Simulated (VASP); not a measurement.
MgS (Niningerite), 2 atoms in the cell. The structure is cubic, space group Fm-3m (No. 225). The conventional cell has a = 5.097 Å, b = 5.097 Å, c = 5.097 Å, α = 90.00°, β = 90.00°, γ = 90.00°. Within 3.4 Å of S (site symmetry m-3m) lie 6 Mg at 2.55 Å. Mg (site symmetry m-3m) has 6 S at 2.55 Å within 3.4 Å. 

```yaml
Program: VASP 6.6.1
Task: single point
Functional: r2SCAN
Potentials_or_basis: VASP PAW PBE potentials, release 64 (S, Mg)
Cutoff: 520 eV
k_mesh: 9 × 9 × 9
Occupations: fermi-dirac, width 0.05 eV
Spin: no spin polarisation
Dipole_correction: no
Further_INCAR_settings: ALGO = Normal; EDIFF = 1e-06; NBANDS = 11
```

Potentials or basis: VASP PAW PBE potentials, release 64 (S, Mg).

Run with:

```console
$ cat potpaw_PBE.64/S/POTCAR potpaw_PBE.64/Mg/POTCAR > POTCAR
$ cp INCAR.step1 INCAR
$ mpirun -np 1 vasp_std > vasp.out
$ cp INCAR.step2 INCAR
$ mpirun -np 1 vasp_std > vasp.out
```

Hardware: 1 thread of Intel(R) Xeon(R) Platinum 8488C (Sapphire Rapids), on a shared host.

Task: How long does it take, and how much memory?

Result: Wall time 39 s on 1 thread of Intel(R) Xeon(R) Platinum 8488C (Sapphire Rapids), with other jobs on the host, peak memory 0.17 GiB. Counts: k points 35.
